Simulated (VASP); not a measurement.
Crystal: Fe.

```
CELL_PARAMETERS angstrom
-1.44300 1.44300 1.44300
1.44300 -1.44300 1.44300
1.44300 1.44300 -1.44300
ATOMIC_POSITIONS crystal
Fe 0.00000 0.00000 0.00000
```

Base run:

* Program: VASP 6.6.1
* Functional: PBE
* Dispersion: D3(BJ)
* Potentials or basis: VASP PAW PBE potentials, release 64 (Fe)
* Cutoff: 520 eV
* k mesh: 9 × 9 × 9
* Occupations: fermi-dirac, width 0.15 eV
* Spin: collinear spin, ferromagnetic start
* Starting moments: [2.38] μB
* Fixed moment: 2.1 μB

Its results: pressure -16.7 GPa; site moments Fe +2.11 μB.

Task: The run is repeated on the same cell with these changes: fixed moment from 2.1 μB to 1.4 μB; moments at the start from [2.38] to [1.61]. What comes out?

Result: Pressure -24.1 GPa; site moments Fe +1.42 μB.

Caveats: three body term missing; the total moment is fixed, so each spin has its own Fermi level.
